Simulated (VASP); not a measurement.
# K (P4/mmm) in VASP: further runs

The runs below take K through single point, with LDA.

All numbers are computed with VASP 6.6.1; they aren't measurements. Logs are shortened: lines on timing, memory, paths and dates and some standing lists are left out, and cuts for length are marked.

**1. The cell of the first run**

The structure is tetragonal, space group P4/mmm (No. 123). Conventional cell: a = 9.777 Å, b = 9.777 Å, c = 4.325 Å, α = 90.00°, β = 90.00°, γ = 90.00°. Within 5.7 Å of K (site symmetry 4/mmm) lie 2 K at 4.32 Å.

**2. Single point, LDA (strain -0.030 along x and y, +0.000 along z)**

Contents of INCAR:

```
SYSTEM = K
ALGO     = Normal         ! electronic algorithm
EDIFF    = 1E-6           ! SCF threshold, eV
ENCUT    = 520            ! plane-wave cutoff, eV
ISIF     = 2              ! what is computed and relaxed
ISMEAR   = 0              ! smearing method
LASPH    = .True.         ! aspherical terms in the spheres
LCHARG   = .True.         ! write CHGCAR
LELF     = .True.         ! ELF
LREAL    = .False.        ! projectors in reciprocal space
LVHAR    = .True.       
LWAVE    = .False.        ! write WAVECAR
NBANDS   = 10             ! bands
NELM     = 100            ! most SCF steps
PREC     = Accurate       ! precision mode
SIGMA    = 0.15           ! smearing width, eV
```

Contents of KPOINTS:

```
k-points
0
Gamma
  6 6 12
  0 0 0
```

Contents of POSCAR:

```
K
1.0
    9.7772174223      0.0000000000      0.0000000000
    0.0000000000      9.7772174223      0.0000000000
    0.0000000000      0.0000000000      4.3245983300
K
1
Direct
    0.0000000000      0.0000000000      0.0000000000
```

Potentials or basis: VASP PAW LDA potentials, release 64 (K_sv).

Command:

```console
> cat potpaw_LDA.64/K_sv/POTCAR > POTCAR
> mpirun -np 1 vasp_std > vasp.out
```

OUTCAR:

```text
SYSTEM = K
   EDIFF = 1E-6
   ENCUT = 520
   ISIF = 2
   ISMEAR = 0
   LASPH = .True.
   LREAL = .False.
   NELM = 100
   PREC = Accurate

 ion  position               nearest neighbor table
   1  0.000  0.000  0.000-

  LATTYP: Found a simple tetragonal cell.
 ALAT       =     9.7772174223
 C/A-ratio  =     0.4423138142

  Lattice vectors:

 A1 = (   9.7772174223,   0.0000000000,   0.0000000000)
 A2 = (   0.0000000000,   9.7772174223,   0.0000000000)
 A3 = (   0.0000000000,   0.0000000000,   4.3245983300)

Analysis of symmetry for initial positions (statically):
=====================================================================
 Subroutine PRICEL returns:
 Original cell was already a primitive cell.

 Routine SETGRP: Setting up the symmetry group for a
 simple tetragonal supercell.

 Subroutine GETGRP returns: Found 16 space group operations
 (whereof 16 operations were pure point group operations)
 out of a pool of 16 trial point group operations.

The static configuration has the point symmetry D_4h.

Analysis of symmetry for dynamics (positions and initial velocities):
=====================================================================
 Subroutine PRICEL returns:
 Original cell was already a primitive cell.

 Routine SETGRP: Setting up the symmetry group for a
 simple tetragonal supercell.

 Subroutine GETGRP returns: Found 16 space group operations
 (whereof 16 operations were pure point group operations)
 out of a pool of 16 trial point group operations.

The dynamic configuration has the point symmetry D_4h.

 Subroutine INISYM returns: Found 16 space group operations
 (whereof 16 operations are pure point group operations),
 and found     1 'primitive' translations

----------------------------------------------------------------------------------------

                                     Primitive cell

  volume of cell :     413.4056

  direct lattice vectors                    reciprocal lattice vectors
     9.777217422  0.000000000  0.000000000     0.102278589  0.000000000  0.000000000
     0.000000000  9.777217422  0.000000000     0.000000000  0.102278589  0.000000000
     0.000000000  0.000000000  4.324598330     0.000000000  0.000000000  0.231235348

  length of vectors
     9.777217422  9.777217422  4.324598330     0.102278589  0.102278589  0.231235348

  position of ions in fractional coordinates (direct lattice)
     0.000000000  0.000000000  0.000000000

  ion indices of the primitive-cell ions
   primitive index   ion index
                 1           1

----------------------------------------------------------------------------------------

 KPOINTS: k-points

Automatic generation of k-mesh.
 Grid dimensions read from file:
 generate k-points for:    6    6   12

 Generating k-lattice:

  Cartesian coordinates                     Fractional coordinates (reciprocal lattice)
     0.017046431  0.000000000  0.000000000     0.166666667  0.000000000  0.000000000
     0.000000000  0.017046431  0.000000000     0.000000000  0.166666667  0.000000000
     0.000000000  0.000000000  0.019269612     0.000000000  0.000000000  0.083333333

  Length of vectors
     0.017046431  0.017046431  0.019269612

  Shift w.r.t. Gamma in fractional coordinates (k-lattice)
     0.000000000  0.000000000  0.000000000

 Subroutine IBZKPT returns following result:
 ===========================================

 Found     70 irreducible k-points:

 Following reciprocal coordinates:
            Coordinates               Weight
  0.000000  0.000000  0.000000      1.000000
  0.166667  0.000000  0.000000      4.000000
  0.333333  0.000000  0.000000      4.000000
  0.500000  0.000000  0.000000      2.000000
  0.166667  0.166667  0.000000      4.000000
  0.333333  0.166667  0.000000      8.000000
[... 16 lines left out ...]
  0.333333  0.000000  0.166667      8.000000
  0.500000  0.000000  0.166667      4.000000
 [... further k-points ...]
   k-points           NKPTS =     70   k-points in BZ     NKDIM =     70   number of bands    NBANDS=     10
   number of dos      NEDOS =    301   number of ions     NIONS =      1
   total plane-waves  NPLWV = 204800
   dimension x,y,z NGX =    80 NGY =   80 NGZ =   32
   dimension x,y,z NGXF=   160 NGYF=  160 NGZF=   64
   ions per type =               1
   NGX,Y,Z   is equivalent  to a cutoff of  13.60, 13.60, 12.30 a.u.
   NGXF,Y,Z  is equivalent  to a cutoff of  27.21, 27.21, 24.60 a.u.
 SYSTEM =  K
   PREC   = accura    normal or accurate (medium, high low for compatibility)
   ISTART =      0    job   : 0-new  1-cont  2-samecut
   ICHARG =      2    charge: 1-file 2-atom 10-const
   ISPIN  =      1    spin polarized calculation?
   LNONCOLLINEAR =      F non collinear calculations
   LSORBIT =      F    spin-orbit coupling
   LASPH  =      T    aspherical Exc in radial PAW
   ENCUT  =  520.0 eV  38.22 Ry    6.18 a.u.  18.18 18.18  8.04*2*pi/ulx,y,z
   NELM   =    100;   NELMIN=  2; NELMDL= -5     # of ELM steps
   EDIFF  = 0.1E-05   stopping-criterion for ELM
   LREAL  =      F    real-space projection
   EDIFFG = 0.1E-04   stopping-criterion for IOM
   NSW    =      0    number of steps for IOM
   IBRION =     -1    ionic relax: 0-MD 1-quasi-New 2-CG
   NFREE  =      0    steps in history (QN), initial steepest desc. (CG)
   ISIF   =      2    stress and relaxation
   ISYM   =      2    0-nonsym 1-usesym 2-fastsym
   POTIM  = 0.5000    time-step for ionic-motion
   TEBEG  =    0.0;   TEEND  =   0.0 temperature during run
   PSTRESS=    0.0 pullay stress
   NELECT =       9.0000    total number of electrons
   NUPDOWN=      -1.0000    fix difference up-down
   EMIN   =  10.00;   EMAX   =-10.00  energy-range for DOS
   EFERMI =   0.00;   METHOD = LEGACY
   ISMEAR =     0;   SIGMA  =   0.15  broadening in eV -4-tet -1-fermi 0-gaus
   EFERMI_NEDOS =   21; number of points for ismear=-14 and -15
   IALGO  =     38    algorithm
   IMIX   =      4    mixing-type and parameters
     AMIX     =   0.40;   BMIX     =  1.00
     AMIX_MAG =   1.60;   BMIX_MAG =  1.00
  volume/ion in A,a.u.               =     413.41      2789.80
  Fermi-wavevector in a.u.,A,eV,Ry     =   0.457120  0.863832  2.843056  0.208959
  Thomas-Fermi vector in A             =   1.441680
   LORBIT       =      0    0 simple, 1 ext, 2 COOP (PROOUT), +10 PAW based schemes
   GGA     = CA    functional components
   LHFCALC =     F    Hartree Fock is set to
   AEXX    =    0.0000 exact exchange contribution
   IVDW    =     0    specifies the selected vdW correction
   LEPSILON=     F    determine dielectric tensor
   LRPA    =     F    only Hartree local field effects (RPA)
 non-spin polarized calculation
 Gauss-broadening in eV      SIGMA  =   0.15
  energy-cutoff  :      520.00
  volume of cell :      413.41
 maximum number of plane-waves:     11192
 NGX is ok and might be reduce to    80
   NGX = 37   NGY = 37   NGZ = 17

 number of electron       9.0000002 magnetization

 Free energy of the ion-electron system (eV)
  ---------------------------------------------------
  ext. energy  EPLUGINS =         0.00000000
  ---------------------------------------------------
  free energy    TOTEN  =        -0.59766129 eV

  energy without entropy =       -0.58373401  energy(sigma->0) =       -0.59069765

 E-fermi :  -2.0947     XC(G=0):  -2.2409

 val. band max:       -2.0953376449   @ k =   0.3333   0.1667   0.2500
 cond. band min:      -2.0935024263   @ k =   0.5000   0.0000   0.2500
 fundamental gap:      0.0018352186
 Fermi energy:        -2.0947361909

 k-point     1 :       0.0000    0.0000    0.0000
  band No.  band energies     occupation
      1     -34.3619      2.00000
      2     -18.0811      2.00000
      3     -18.0811      2.00000
      4     -18.0019      2.00000
      5      -2.7328      2.00000
      6      -0.6100      0.00000
      7      -0.6100      0.00000
      8      -0.1935      0.00000
      9       0.0455      0.00000
     10       0.7032      0.00000

 k-point     2 :       0.1667    0.0000    0.0000
  band No.  band energies     occupation
      1     -34.3619      2.00000
      2     -18.0811      2.00000
      3     -18.0811      2.00000
      4     -18.0019      2.00000
      5      -2.7228      2.00000
      6      -0.7874      0.00000
      7      -0.5961      0.00000
      8      -0.0865      0.00000
      9       0.2094      0.00000
     10       0.6190      0.00000

 k-point     3 :       0.3333    0.0000    0.0000
  band No.  band energies     occupation
      1     -34.3619      2.00000
      2     -18.0811      2.00000
      3     -18.0811      2.00000
      4     -18.0019      2.00000
      5      -2.7018      2.00000
      6      -0.9937      0.00000
      7      -0.5655      0.00000
      8      -0.0137      0.00000
      9       0.4783      0.00000
     10       0.5795      0.00000

 k-point     4 :       0.5000    0.0000    0.0000
  band No.  band energies     occupation
      1     -34.3619      2.00000
      2     -18.0811      2.00000
      3     -18.0811      2.00000
      4     -18.0019      2.00000
      5      -2.6908      2.00000
      6      -1.0719      0.00000
      7      -0.5486      0.00000
      8       0.0167      0.00000
      9       0.4157      0.00000
     10       0.8036      0.00000

 k-point     5 :       0.1667    0.1667    0.0000
  band No.  band energies     occupation
      1     -34.3619      2.00000
      2     -18.0811      2.00000
      3     -18.0811      2.00000
      4     -18.0019      2.00000
      5      -2.7129      2.00000
      6      -0.7905      0.00000
      7      -0.7469      0.00000
      8       0.1092      0.00000
      9       0.2726      0.00000
     10       0.5015      0.00000

 k-point     6 :       0.3333    0.1667    0.0000
  band No.  band energies     occupation
      1     -34.3619      2.00000
      2     -18.0811      2.00000
      3     -18.0811      2.00000
      4     -18.0019      2.00000
      5      -2.6923      2.00000
      6      -0.9751      0.00000
      7      -0.7288      0.00000
      8       0.2137      0.00000
      9       0.3203      0.00000
     10       0.5978      0.00000
[... 183 lines left out ...]
 k-point    21 :       0.0000    0.0000    0.1667
  band No.  band energies     occupation
      1     -34.3609      2.00000
      2     -18.0790      2.00000
      3     -18.0790      2.00000
      4     -18.0226      2.00000
      5      -2.4649      1.99952
      6      -0.4509      0.00000
      7      -0.4509      0.00000
      8       0.0538      0.00000
      9       0.2569      0.00000
     10       0.8922      0.00000

 k-point    22 :       0.1667    0.0000    0.1667
  band No.  band energies     occupation
      1     -34.3609      2.00000
      2     -18.0790      2.00000
      3     -18.0790      2.00000
      4     -18.0226      2.00000
      5      -2.4543      1.99930
      6      -0.6091      0.00000
      7      -0.4382      0.00000
      8       0.1480      0.00000
      9       0.4089      0.00000
     10       0.8120      0.00000

 k-point    23 :       0.3333    0.0000    0.1667
  band No.  band energies     occupation
      1     -34.3609      2.00000
      2     -18.0790      2.00000
      3     -18.0790      2.00000
      4     -18.0226      2.00000
      5      -2.4320      1.99853
      6      -0.8067      0.00000
      7      -0.4106      0.00000
      8       0.2172      0.00000
      9       0.6780      0.00000
     10       0.7579      0.00000

 k-point    24 :       0.5000    0.0000    0.1667
  band No.  band energies     occupation
      1     -34.3609      2.00000
      2     -18.0790      2.00000
      3     -18.0790      2.00000
      4     -18.0226      2.00000
      5      -2.4202      1.99785
      6      -0.8831      0.00000
      7      -0.3956      0.00000
      8       0.2470      0.00000
      9       0.6187      0.00000
     10       0.9701      0.00000

 [... further k-points ...]

------------------------ aborting loop because EDIFF is reached ----------------------------------------

  FORCE on cell =-STRESS in cart. coord.  units (eV):
  Direction    XX          YY          ZZ          XY          YZ          ZX
  --------------------------------------------------------------------------------------
  -------------------------------------------------------------------------------------
  Total       -0.0235746     -0.0235746     -0.3682396      0.0000000      0.0000000      0.0000000
  in kB       -0.0913648     -0.0913648     -1.4271339      0.0000000      0.0000000      0.0000000
  external PRESSURE =      -0.5366211 kB  Pullay stress =       0.0000000 kB

 VOLUME and BASIS-vectors are now :
 -----------------------------------------------------------------------------
  energy-cutoff  :      520.00
  volume of cell :      413.41
      direct lattice vectors                 reciprocal lattice vectors
     9.777217422  0.000000000  0.000000000     0.102278589  0.000000000  0.000000000
     0.000000000  9.777217422  0.000000000     0.000000000  0.102278589  0.000000000
     0.000000000  0.000000000  4.324598330     0.000000000  0.000000000  0.231235348

 POSITION                                       TOTAL-FORCE (eV/Angst)
 -----------------------------------------------------------------------------------
      0.00000      0.00000      0.00000         0.000000      0.000000      0.000000
 -----------------------------------------------------------------------------------
    total drift:                                0.000000      0.000000      0.000000

  FREE ENERGIE OF THE ION-ELECTRON SYSTEM (eV)
  ---------------------------------------------------
  free  energy   TOTEN  =        -0.5976612901 eV

  energy  without entropy=       -0.5837340143  energy(sigma->0) =       -0.59069765
```

It took 2.9 min on 1 thread of Intel Xeon Platinum 8488C (Sapphire Rapids), shared host; peak memory 0.53 GiB.

What came out:

* Free energy: -0.5977 eV
* Pressure: -0.1 GPa

Levels at points of the mesh, in eV from the Fermi level:
```tsv
k point	band 1	band 2	band 3	band 4	band 5	band 6	band 7	band 8
(0.00, 0.00, 0.00)	-32.27	-15.99	-15.99	-15.91	-0.64	1.48	1.48	1.90
(0.50, 0.00, 0.00)	-32.27	-15.99	-15.99	-15.91	-0.60	1.02	1.55	2.11
(0.50, 0.50, 0.00)	-32.27	-15.99	-15.99	-15.91	-0.56	1.11	1.11	2.01
(0.00, 0.00, 0.50)	-32.26	-15.99	-15.98	-15.98	1.44	1.61	2.43	2.43
(0.50, 0.00, 0.50)	-32.26	-15.99	-15.98	-15.98	1.49	1.68	2.30	2.44
(0.50, 0.50, 0.50)	-32.26	-15.99	-15.98	-15.98	1.52	1.74	2.32	2.32
```

Caveat: the cell differs from its parent crystal (strain -0.030 along x and y, +0.000 along z).

**3. Single point, LDA (strain -0.030 along x and y, +0.030 along z)**

Contents of INCAR:

```
SYSTEM = K
ALGO     = Normal         ! electronic algorithm
EDIFF    = 1E-6           ! SCF threshold, eV
ENCUT    = 520            ! plane-wave cutoff, eV
GGA      = CA             ! functional
ISIF     = 2              ! what is computed and relaxed
ISMEAR   = 0              ! smearing method
LASPH    = .TRUE.         ! aspherical terms in the spheres
LCHARG   = .FALSE.        ! write CHGCAR
LREAL    = .FALSE.        ! projectors in reciprocal space
LWAVE    = .FALSE.        ! write WAVECAR
NBANDS   = 10             ! bands
NELM     = 100            ! most SCF steps
PREC     = Accurate       ! precision mode
SIGMA    = 0.15           ! smearing width, eV
```

Contents of KPOINTS:

```
k-points
0
G
  6 6 12
  0 0 0
```

POSCAR, as its differences from that of step 2:

```diff
@@ -4,3 +4,3 @@
     0.0000000000      9.7772174223      0.0000000000
-    0.0000000000      0.0000000000      4.3245983300
+    0.0000000000      0.0000000000      4.4543362799
 K
```

Potentials or basis: VASP PAW LDA potentials, release 64 (K_sv).

Command:

```console
> cat potpaw_LDA.64/K_sv/POTCAR > POTCAR
> mpirun -np 1 vasp_std > vasp.out
```

It took 3.5 min on 1 thread of Intel Xeon Platinum 8488C (Sapphire Rapids), shared host; peak memory 0.55 GiB.

It converged, with:

```
Free energy : -0.5849 eV
Pressure    : -0.1 GPa
```

Stress tensor (GPa, compression positive):
```
-0.01  0.00  0.00
 0.00 -0.01  0.00
 0.00  0.00 -0.19
```

Levels at points of the mesh, in eV from the Fermi level:
```csv
k point,band 2,band 3,band 4,band 5,band 6,band 7
"(0.00, 0.00, 0.00)",-16.01,-16.01,-15.93,-0.60,1.51,1.51
"(0.50, 0.00, 0.00)",-16.01,-16.01,-15.93,-0.56,1.04,1.57
"(0.50, 0.50, 0.00)",-16.01,-16.01,-15.93,-0.52,1.13,1.13
"(0.00, 0.00, 0.50)",-16.00,-16.00,-16.00,1.37,1.50,2.44
"(0.50, 0.00, 0.50)",-16.00,-16.00,-16.00,1.42,1.57,2.29
"(0.50, 0.50, 0.50)",-16.00,-16.00,-16.00,1.46,1.64,2.32
```

Caveat: the cell differs from its parent crystal (strain -0.030 along x and y, +0.030 along z).
